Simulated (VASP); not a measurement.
Input of a VASP 6.6.1 run:

File INCAR:

```
SYSTEM = Ca
PREC     = Accurate       ! precision mode
ENCUT    = 600            ! plane-wave cutoff, eV
EDIFF    = 1E-6           ! SCF threshold, eV
ISMEAR   = -1             ! smearing method
SIGMA    = 0.08           ! smearing width, eV
LREAL    = .False.        ! projectors in reciprocal space
LASPH    = .True.         ! aspherical terms in the spheres
NELM     = 100            ! most SCF steps
ALGO     = Normal         ! electronic algorithm
ISIF     = 3              ! what is computed and relaxed
LWAVE    = .False.        ! write WAVECAR
LCHARG   = .False.        ! write CHGCAR
GGA      = PS             ! functional
IBRION   = 2              ! ionic algorithm
NSW      = 100            ! ionic steps
EDIFFG   = -0.002         ! ionic threshold
PSTRESS  = 10.0
```

KPOINTS

```
regular mesh
0
Gamma
  18 18 18
  0 0 0
```

File POSCAR:

```
Ca
1.0
    0.0000000000      2.7277947334      2.7277947334
    2.7277947334      0.0000000000      2.7277947334
    2.7277947334      2.7277947334      0.0000000000
Ca
1
Direct
    0.0000000000      0.0000000000      0.0000000000
```

Potentials or basis: VASP PAW PBE potentials, release 64 (Ca_sv).

Launch:

```bash
$ cat potpaw_PBE.64/Ca_sv/POTCAR > POTCAR
$ mpirun -np 1 vasp_std > vasp.out
```

Problem. Predict the relaxed cell.

Solution. a = 3.795 Å, b = 3.795 Å, c = 3.795 Å, α = 60.00°, β = 60.00°, γ = 60.00°.

Problem. Estimate the band gap on the k mesh.

Solution. Zero (bands 5 and 6 overlap by 0.20 eV).

Problem. Estimate the relaxed volume.

Solution. 38.66 Å³/atom.

Step by step:
```csv
step,energy change (eV),largest force (eV/Å),pressure (GPa),volume (Å³)
1,0.0000,0.0000,0.02,40.59
2,0.0034,0.0000,0.73,39.15
3,0.0062,0.0000,1.01,38.62
4,0.0060,0.0000,1.00,38.66
```

Caveat: the cell is relaxed towards a set pressure, so the run minimises the enthalpy, not the energy; the PAW data sets were made with another functional, which shifts forces and pressure a little.
